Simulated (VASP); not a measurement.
A run of VASP 6.6.1 is set up as follows.

The input INCAR:

```
SYSTEM = Re
PREC = Accurate
ENCUT = 560
EDIFF = 1E-6
ISMEAR = -1
SIGMA = 0.08
LREAL = .FALSE.
LASPH = .TRUE.
NELM = 120
ALGO = Normal
ISIF = 2
LWAVE = .FALSE.
LCHARG = .TRUE.
GGA = PE
LELF = .TRUE.
LVHAR = .TRUE.
NBANDS = 14
GGA_COMPAT = .FALSE.
```

The input KPOINTS:

```
regular mesh
0
G
  16 16 15
  0 0 0
```

The input POSCAR:

```
Re
1.0
    2.6143728832      0.0000000000      0.0000000000
   -1.3071864416      2.2641133319      0.0000000000
    0.0000000000      0.0000000000      2.3463525083
Re
1
Direct
    0.0000000000      0.0000000000      0.0000000000
```

Potentials or basis: VASP PAW PBE potentials, release 64 (Re_sv_GW).

Launch:

```sh
$ cat potpaw_PBE.64/Re_sv_GW/POTCAR > POTCAR
$ mpirun -np 1 vasp_std > vasp.out
```

(1) What does it give for the pressure?

(2) Predict the band gap on the k mesh.

Answers

(1) 63.9 GPa.

(2) zero (an odd number of electrons rules out a gap without spin polarisation).

Caveat: the cell stands under pressure; spin-orbit coupling is left out, which moves the levels of the heavy elements.
